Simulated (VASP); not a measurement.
Input of a VASP 6.6.1 run:

File INCAR:

```
PREC     = Accurate       # precision mode
ENCUT    = 520            # plane-wave cutoff, eV
EDIFF    = 1E-6           # SCF threshold, eV
ISMEAR   = 0              # smearing method
SIGMA    = 0.1            # smearing width, eV
LREAL    = F              # projectors in reciprocal space
LASPH    = T              # aspherical terms in the spheres
NELM     = 60             # most SCF steps
ALGO     = Normal         # electronic algorithm
ISIF     = 2              # what is computed and relaxed
LWAVE    = F              # write WAVECAR
LCHARG   = T              # write CHGCAR
GGA      = PS             # functional
LELF     = T              # ELF
LVHAR    = T            
NBANDS   = 10             # bands
```

Contents of KPOINTS:

```
Automatic mesh
0
Gamma
  18 18 14
```

The input POSCAR:

```
Al
1.0
    1.9926385779      1.9926385779      0.0000000000
   -1.9926385779      1.9926385779      0.0000000000
    0.0000000000      0.0000000000      4.1358543782
Al
2
Direct
    0.0000000000      0.0000000000      0.0000000000
    0.5000000000      0.5000000000      0.5000000000
```

Potentials or basis: VASP PAW PBE potentials, release 64 (Al).

The run is started by

```sh
$ cat potpaw_PBE.64/Al/POTCAR > POTCAR
$ mpirun -np 1 vasp_std > vasp.out
```

**Question.** Estimate the pressure.

**Answer.** -1.1 GPa.

**Question.** Predict the band gap on the k mesh.

**Answer.** Zero (bands 3 and 4 overlap by 11.75 eV).

Stress tensor (GPa, compression positive):
```
-0.26  0.00  0.00
 0.00 -0.26  0.00
 0.00  0.00 -2.68
```

Caveat: the cell differs from its parent crystal (uniaxial strain along c: +3.0 %); the PAW data sets were made with another functional, which shifts forces and pressure a little.
